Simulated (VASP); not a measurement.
# Ru in VASP: single point with PBEsol

Aim: the single point of Ru with PBEsol.

Program: VASP 6.6.1. These are calculated values, not measurements. Logs are shortened: lines on timing, memory, paths and dates and some standing lists are left out, and cuts for length are marked.

## 1. The cell of the first run

The cell holds a slab with vacuum, 12 atoms: a = 5.400 Å, b = 5.400 Å, c = 15.277 Å, α = 90.00°, β = 90.00°, γ = 60.00°.

## 2. Single point, PBEsol

Contents of INCAR:

```
SYSTEM = Ru
ALGO = Normal
EDIFF = 1E-6
ENCUT = 520
GGA = PS
ISIF = 2
ISMEAR = -1
LASPH = .TRUE.
LCHARG = .FALSE.
LREAL = .FALSE.
LWAVE = .FALSE.
NBANDS = 96
NELM = 100
PREC = Accurate
SIGMA = 0.1
```

Contents of KPOINTS:

```
k-points
0
G
  2 2 1
  0 0 0
```

Contents of POSCAR:

```
Ru
1.0
    5.3999998958      0.0000000000      0.0000000000
    2.6999999479      4.6765370902      0.0000000000
    0.0000000000      0.0000000000     15.2768000000
Ru
12
Direct
    0.0000000000      0.0000000000      0.0654587000
    0.5000000000      0.0000000000      0.0654587000
    0.0000000000      0.5000000000      0.0654587000
    0.5000000000      0.5000000000      0.0654587000
   -0.1666666667      0.3333333333      0.1983468558
    0.3333333333      0.3333333333      0.1983468558
   -0.1666666667      0.8333333333      0.1983468558
    0.3333333333      0.8333333333      0.1983468558
    0.0000000000      0.0000000000      0.3307343048
    0.5000000000      0.0000000000      0.3307343048
    0.0000000000      0.5000000000      0.3307343048
    0.5000000000      0.5000000000      0.3307343048
```

Potentials or basis: VASP PAW PBE potentials, release 64 (Ru_pv).

The run is started by

```
cat potpaw_PBE.64/Ru_pv/POTCAR > POTCAR
mpirun -np 1 vasp_std > vasp.out
```

OUTCAR:

```text
SYSTEM = Ru
   EDIFF = 1E-6
   ENCUT = 520
   GGA = PS
   ISIF = 2
   ISMEAR = -1
   LASPH = .TRUE.
   LREAL = .FALSE.
   NELM = 100
   PREC = Accurate

 ion  position               nearest neighbor table
   1  0.000  0.000  0.065-   8 2.56   5 2.56   7 2.56   2 2.70   2 2.70   3 2.70   4 2.70   3 2.70
                             4 2.70
   2  0.500  0.000  0.065-   7 2.56   6 2.56   8 2.56   1 2.70   1 2.70   3 2.70   4 2.70   4 2.70
                             3 2.70
   3  0.000  0.500  0.065-   6 2.56   7 2.56   5 2.56   4 2.70   4 2.70   1 2.70   2 2.70   2 2.70
                             1 2.70
   4  0.500  0.500  0.065-   5 2.56   8 2.56   6 2.56   3 2.70   3 2.70   1 2.70   2 2.70   1 2.70
                             2 2.70
   5  0.833  0.333  0.198-  12 2.55   9 2.55  11 2.55   4 2.56   1 2.56   3 2.56   6 2.70   6 2.70
                             7 2.70   8 2.70   7 2.70   8 2.70
   6  0.333  0.333  0.198-  11 2.55  10 2.55  12 2.55   3 2.56   2 2.56   4 2.56   5 2.70   5 2.70
                             7 2.70   8 2.70   8 2.70   7 2.70
   7  0.833  0.833  0.198-  10 2.55  11 2.55   9 2.55   2 2.56   3 2.56   1 2.56   8 2.70   8 2.70
                             5 2.70   6 2.70   6 2.70   5 2.70
   8  0.333  0.833  0.198-   9 2.55  12 2.55  10 2.55   1 2.56   4 2.56   2 2.56   7 2.70   7 2.70
                             5 2.70   6 2.70   5 2.70   6 2.70
   9  0.000  0.000  0.331-   8 2.55   5 2.55   7 2.55  10 2.70  10 2.70  11 2.70  12 2.70  11 2.70
                            12 2.70
  10  0.500  0.000  0.331-   7 2.55   6 2.55   8 2.55   9 2.70   9 2.70  11 2.70  12 2.70  12 2.70
                            11 2.70
  11  0.000  0.500  0.331-   6 2.55   7 2.55   5 2.55  12 2.70  12 2.70   9 2.70  10 2.70  10 2.70
                             9 2.70
  12  0.500  0.500  0.331-   5 2.55   8 2.55   6 2.55  11 2.70  11 2.70   9 2.70  10 2.70   9 2.70
                            10 2.70

  LATTYP: Found a hexagonal cell.
 ALAT       =     5.3999998958
 C/A-ratio  =     2.8290370916

  Lattice vectors:

 A1 = (  -2.6999999479,  -4.6765370902,   0.0000000000)
 A2 = (   5.3999998958,   0.0000000000,   0.0000000000)
 A3 = (   0.0000000000,   0.0000000000,  15.2768000000)

Analysis of symmetry for initial positions (statically):
=====================================================================
 Subroutine PRICEL returns following result:

  LATTYP: Found a hexagonal cell.
 ALAT       =     2.6999999479
 C/A-ratio  =     5.6580741833

  Lattice vectors:

 A1 = (  -1.3499999740,  -2.3382685451,   0.0000000000)
 A2 = (   2.6999999479,   0.0000000000,   0.0000000000)
 A3 = (   0.0000000000,   0.0000000000,  15.2768000000)

   4 primitive cells build up your supercell.

 Routine SETGRP: Setting up the symmetry group for a
 hexagonal supercell.

 Subroutine GETGRP returns: Found  6 space group operations
 (whereof  6 operations were pure point group operations)
 out of a pool of 24 trial point group operations.

The static configuration has the point symmetry C_3v.

Analysis of symmetry for dynamics (positions and initial velocities):
=====================================================================
 Subroutine PRICEL returns following result:

  LATTYP: Found a hexagonal cell.
 ALAT       =     2.6999999479
 C/A-ratio  =     5.6580741833

  Lattice vectors:

 A1 = (  -1.3499999740,  -2.3382685451,   0.0000000000)
 A2 = (   2.6999999479,   0.0000000000,   0.0000000000)
 A3 = (   0.0000000000,   0.0000000000,  15.2768000000)

   4 primitive cells build up your supercell.

 Routine SETGRP: Setting up the symmetry group for a
 hexagonal supercell.

 Subroutine GETGRP returns: Found  6 space group operations
 (whereof  6 operations were pure point group operations)
 out of a pool of 24 trial point group operations.

The dynamic configuration has the point symmetry C_3v.

 Subroutine INISYM returns: Found  6 space group operations
 (whereof  6 operations are pure point group operations),
 and found     4 'primitive' translations

----------------------------------------------------------------------------------------

                                     Primitive cell

  volume of cell :      96.4474

  direct lattice vectors                    reciprocal lattice vectors
    -1.349999974 -2.338268545  0.000000000     0.000000000 -0.427666874  0.000000000
     2.699999948  0.000000000  0.000000000     0.370370378 -0.213833437  0.000000000
     0.000000000  0.000000000 15.276800000     0.000000000  0.000000000  0.065458735

  length of vectors
     2.699999948  2.699999948 15.276800000     0.427666874  0.427666874  0.065458735

  position of ions in fractional coordinates (direct lattice)
     0.000000000  0.000000000  0.065458700
     0.333333333  0.666666667  0.198346856
     0.000000000  0.000000000  0.330734305

  ion indices of the primitive-cell ions
   primitive index   ion index
                 1           1
                 2           7
                 3           9

----------------------------------------------------------------------------------------

 KPOINTS: k-points

Automatic generation of k-mesh.
 Grid dimensions read from file:
 generate k-points for:    2    2    1

 Generating k-lattice:

  Cartesian coordinates                     Fractional coordinates (reciprocal lattice)
     0.092592594 -0.053458359  0.000000000     0.500000000  0.000000000  0.000000000
     0.000000000  0.106916719  0.000000000     0.000000000  0.500000000  0.000000000
     0.000000000  0.000000000  0.065458735     0.000000000  0.000000000  1.000000000

  Length of vectors
     0.106916719  0.106916719  0.065458735

  Shift w.r.t. Gamma in fractional coordinates (k-lattice)
     0.000000000  0.000000000  0.000000000

 Subroutine IBZKPT returns following result:
 ===========================================

 Found      2 irreducible k-points:

 Following reciprocal coordinates:
            Coordinates               Weight
  0.000000  0.000000  0.000000      1.000000
  0.500000  0.000000  0.000000      3.000000
   k-points           NKPTS =      2   k-points in BZ     NKDIM =      2   number of bands    NBANDS=     96
   number of dos      NEDOS =    301   number of ions     NIONS =     12
   total plane-waves  NPLWV = 192000
   dimension x,y,z NGX =    40 NGY =   40 NGZ =  120
   dimension x,y,z NGXF=    80 NGYF=   80 NGZF=  240
   ions per type =              12
   NGX,Y,Z   is equivalent  to a cutoff of  12.31, 12.31, 13.06 a.u.
   NGXF,Y,Z  is equivalent  to a cutoff of  24.63, 24.63, 26.12 a.u.
 SYSTEM =  Ru
   PREC   = accura    normal or accurate (medium, high low for compatibility)
   ISTART =      0    job   : 0-new  1-cont  2-samecut
   ICHARG =      2    charge: 1-file 2-atom 10-const
   ISPIN  =      1    spin polarized calculation?
   LNONCOLLINEAR =      F non collinear calculations
   LSORBIT =      F    spin-orbit coupling
   LASPH  =      T    aspherical Exc in radial PAW
   ENCUT  =  520.0 eV  38.22 Ry    6.18 a.u.  10.04 10.04 28.40*2*pi/ulx,y,z
   NELM   =    100;   NELMIN=  2; NELMDL= -5     # of ELM steps
   EDIFF  = 0.1E-05   stopping-criterion for ELM
   LREAL  =      F    real-space projection
   EDIFFG = 0.1E-04   stopping-criterion for IOM
   NSW    =      0    number of steps for IOM
   IBRION =     -1    ionic relax: 0-MD 1-quasi-New 2-CG
   NFREE  =      0    steps in history (QN), initial steepest desc. (CG)
   ISIF   =      2    stress and relaxation
   ISYM   =      2    0-nonsym 1-usesym 2-fastsym
   POTIM  = 0.5000    time-step for ionic-motion
   TEBEG  =    0.0;   TEEND  =   0.0 temperature during run
   PSTRESS=    0.0 pullay stress
   NELECT =     168.0000    total number of electrons
   NUPDOWN=      -1.0000    fix difference up-down
   EMIN   =  10.00;   EMAX   =-10.00  energy-range for DOS
   EFERMI =   0.00;   METHOD = LEGACY
   ISMEAR =    -1;   SIGMA  =   0.10  broadening in eV -4-tet -1-fermi 0-gaus
   EFERMI_NEDOS =   21; number of points for ismear=-14 and -15
   IALGO  =     38    algorithm
   IMIX   =      4    mixing-type and parameters
     AMIX     =   0.40;   BMIX     =  1.00
     AMIX_MAG =   1.60;   BMIX_MAG =  1.00
  volume/ion in A,a.u.               =      32.15       216.95
  Fermi-wavevector in a.u.,A,eV,Ry     =   1.240874  2.344912 20.949826  1.539769
  Thomas-Fermi vector in A             =   2.375296
   LORBIT       =      0    0 simple, 1 ext, 2 COOP (PROOUT), +10 PAW based schemes
   GGA     = PS    functional components
   LHFCALC =     F    Hartree Fock is set to
   AEXX    =    0.0000 exact exchange contribution
   IVDW    =     0    specifies the selected vdW correction
   LEPSILON=     F    determine dielectric tensor
   LRPA    =     F    only Hartree local field effects (RPA)
 non-spin polarized calculation
  energy-cutoff  :      520.00
  volume of cell :      385.79
 maximum number of plane-waves:     10388
   NGX = 21   NGY = 21   NGZ = 57

 number of electron     167.9999957 magnetization

 Free energy of the ion-electron system (eV)
  ---------------------------------------------------
  ext. energy  EPLUGINS =         0.00000000
  ---------------------------------------------------
  free energy    TOTEN  =      -113.58260196 eV

  energy without entropy =     -112.98194586  energy(sigma->0) =     -113.28227391

 E-fermi :   2.6456     XC(G=0):  -7.2083

 val. band max:        2.5684916496   @ k =   0.0000   0.0000   0.0000
 cond. band min:       2.7689153871   @ k =   0.5000   0.0000   0.0000
 fundamental gap:      0.2004237376
 Fermi energy:         2.6455931301

 k-point     1 :       0.0000    0.0000    0.0000
  band No.  band energies     occupation
      1     -41.1662      2.00000
      2     -41.1662      2.00000
      3     -41.1662      2.00000
      4     -41.1413      2.00000
      5     -40.9298      2.00000
      6     -40.9298      2.00000
[... 88 lines left out ...]
     95       4.8246      0.00000
     96       4.8247      0.00000

 k-point     2 :       0.5000    0.0000    0.0000
  band No.  band energies     occupation
      1     -41.0191      2.00000
      2     -41.0191      2.00000
      3     -41.0184      2.00000
      4     -41.0184      2.00000
      5     -40.9025      2.00000
      6     -40.9025      2.00000
[... 88 lines left out ...]
     95       3.8631      0.00001
     96       3.8631      0.00001

------------------------ aborting loop because EDIFF is reached ----------------------------------------

  FORCE on cell =-STRESS in cart. coord.  units (eV):
  Direction    XX          YY          ZZ          XY          YZ          ZX
  --------------------------------------------------------------------------------------
  -------------------------------------------------------------------------------------
  Total      -10.4964645    -10.4964645      0.1101042      0.0000000      0.0000000      0.0000000
  in kB      -43.5916286    -43.5916286      0.4572607      0.0000000      0.0000000      0.0000000
  external PRESSURE =     -28.9086655 kB  Pullay stress =       0.0000000 kB

 VOLUME and BASIS-vectors are now :
 -----------------------------------------------------------------------------
  energy-cutoff  :      520.00
  volume of cell :      385.79
      direct lattice vectors                 reciprocal lattice vectors
     5.399999896  0.000000000  0.000000000     0.185185189 -0.106916719  0.000000000
     2.699999948  4.676537090  0.000000000     0.000000000  0.213833437  0.000000000
     0.000000000  0.000000000 15.276800000     0.000000000  0.000000000  0.065458735

 POSITION                                       TOTAL-FORCE (eV/Angst)
 -----------------------------------------------------------------------------------
      0.00000      0.00000      1.00000         0.000000      0.000000      0.020613
      2.70000      0.00000      1.00000         0.000000      0.000000      0.020613
      1.35000      2.33827      1.00000         0.000000      0.000000      0.020613
      4.05000      2.33827      1.00000        -0.000000      0.000000      0.020613
      5.40000      1.55885      3.03011         0.000000     -0.000000     -0.075720
      2.70000      1.55885      3.03011         0.000000     -0.000000     -0.075720
      6.75000      3.89711      3.03011        -0.000000     -0.000000     -0.075720
      4.05000      3.89711      3.03011         0.000000     -0.000000     -0.075720
      0.00000      0.00000      5.05256        -0.000000      0.000000      0.055107
      2.70000      0.00000      5.05256        -0.000000      0.000000      0.055107
      1.35000      2.33827      5.05256        -0.000000      0.000000      0.055107
      4.05000      2.33827      5.05256        -0.000000      0.000000      0.055107
 -----------------------------------------------------------------------------------
    total drift:                                0.000000      0.000000      0.002498

  FREE ENERGIE OF THE ION-ELECTRON SYSTEM (eV)
  ---------------------------------------------------
  free  energy   TOTEN  =      -113.5826019638 eV

  energy  without entropy=     -112.9819458617  energy(sigma->0) =     -113.28227391
```

It took 4.2 min on 1 thread of Intel Xeon Platinum 8259CL at 2.50GHz (Skylake/Cascade Lake), shared host; peak memory 0.45 GiB.

Results:

| Property | Result |
| --- | --- |
| Free energy | -113.5826 eV |
| Largest force | 0.076 eV/Å |
| Band gap on the k mesh | zero (bands 84 and 85 overlap by 0.85 eV) |

Forces on the atoms (eV/Å):
```
Ru   0.000  0.000  0.021
Ru   0.000  0.000  0.021
Ru   0.000  0.000  0.021
Ru   0.000  0.000  0.021
Ru   0.000  0.000 -0.076
Ru   0.000  0.000 -0.076
Ru   0.000  0.000 -0.076
Ru   0.000  0.000 -0.076
Ru   0.000  0.000  0.055
Ru   0.000  0.000  0.055
Ru   0.000  0.000  0.055
Ru   0.000  0.000  0.055
```

Caveat: the k points lie up to 0.67 Å⁻¹ apart, too coarse for converged energies and pressures of a metal; there is no dipole correction, which matters where the two faces differ; the PAW data sets were made with another functional, which shifts forces and pressure a little.

The gap in the log of VASP goes by the Fermi energy; the results here count the filled bands.